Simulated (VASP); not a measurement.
TaRu:

```xyz
2
Lattice="3.1219 0.0000 0.0000 0.0000 3.1219 0.0000 0.0000 0.0000 3.1219" Properties=species:S:1:pos:R:3 pbc="T T T"
Ta    1.5610    1.5610    1.5610
Ru    0.0000    0.0000    0.0000
```

This cell differs from its parent crystal: volume scaled by 0.94.

Base run:

```yaml
Program: VASP 6.6.1
Functional: LDA
Potentials_or_basis: VASP PAW LDA potentials, release 64 (Ta_pv, Ru_pv)
Cutoff: 520 eV
k_mesh: 13 × 13 × 13
Occupations: fermi-dirac, width 0.03 eV
Spin: no spin polarisation
```

Its results: pressure -0.1 GPa.

Task: The run is repeated on the same cell with these changes: potentials or basis from VASP PAW LDA potentials, release 64 (Ta_pv, Ru_pv) to VASP PAW LDA potentials, release 64 (Ta_sv_GW, Ru_sv); further incar settings from ALGO = Normal; EDIFF = 1e-08; NBANDS = 20 to ALGO = Normal; EDIFF = 1e-08; NBANDS = 22; valence electrons from 25 to 29. What comes out?

Result: Pressure -1.1 GPa.
